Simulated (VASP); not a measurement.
Here is a VASP 6.6.1 calculation.

The input INCAR:

```
ALGO = Normal
EDIFF = 1E-6
ENCUT = 600
GGA = PE
GGA_COMPAT = False
ISIF = 2
ISMEAR = 0
LASPH = True
LCHARG = False
LREAL = False
LWAVE = False
NBANDS = 17
NELM = 120
PREC = Accurate
SIGMA = 0.1
```

KPOINTS

```
k-points
0
Gamma
  4 4 4
```

File POSCAR:

```
Mg5O
1.0
    0.0000000000      3.6644584700      3.6644584700
    3.6644584700      0.0000000000      3.6644584700
    3.6644584700      3.6644584700      0.0000000000
Mg O
5 1
Direct
    0.3727328200      0.8757557300      0.8757557300
    0.8757557300      0.3727328200      0.8757557300
    0.8757557300      0.8757557300      0.3727328200
    0.8757557300      0.8757557300      0.8757557300
    0.5000000000      0.5000000000      0.5000000000
    0.2500000000      0.2500000000      0.2500000000
```

Potentials or basis: VASP PAW PBE potentials, release 64 (Mg, O).

Run with:

```bash
$ cat potpaw_PBE.64/Mg/POTCAR potpaw_PBE.64/O/POTCAR > POTCAR
$ mpirun -np 1 vasp_std > vasp.out
```

**Question.** Estimate the largest force.

**Answer.** 0.248 eV/Å.

**Question.** Estimate the pressure.

**Answer.** 17.8 GPa.

**Question.** What does it give for the band gap on the k mesh?

**Answer.** Zero (bands 8 and 9 overlap by 0.56 eV).

Forces in eV/Å, atoms in the order of the input:
```
Mg  -0.143  0.143  0.143
Mg   0.143 -0.143  0.143
Mg   0.143  0.143 -0.143
Mg  -0.143 -0.143 -0.143
Mg   0.000  0.000  0.000
O    0.000  0.000  0.000
```

Caveat: the k points lie up to 0.37 Å⁻¹ apart, too coarse for converged energies and pressures of a metal; semilocal functionals underestimate gaps, so a narrow gap can read as zero.
